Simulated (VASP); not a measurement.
KI:

```
K I
1.0
     4.29094    0.00000    0.00000
     0.00000    4.29094    0.00000
     0.00000    0.00000    4.29094
K I
1 1
Cartesian
  0.0000 0.0000 0.0000
  2.1455 2.1455 2.1455
```

Base run:

* Program: VASP 6.6.1
* Functional: r2SCAN
* Potentials or basis: VASP PAW PBE potentials, release 64 (K_sv, I)
* Cutoff: 520 eV
* k mesh: 6 × 6 × 6
* Occupations: gaussian, width 0.01 eV
* Spin: no spin polarisation

Its results: band gap on the k mesh 4.04 eV, indirect (least direct gap 4.41 eV); pressure 0.0 GPa.

The run is repeated on the same cell with these changes: functional from r2SCAN to PBE. What comes out?

Band gap on the k mesh 3.33 eV, indirect (least direct gap 3.69 eV); pressure 0.5 GPa.

r2SCAN gives the wider gap, since meta-GGAs in the generalised Kohn-Sham scheme recover part of the derivative discontinuity.

Caveats: spin-orbit coupling is left out, which moves the levels of the heavy elements; the PAW data sets were made with another functional, which shifts forces and pressure a little (some runs).

A k mesh can miss the band edges.
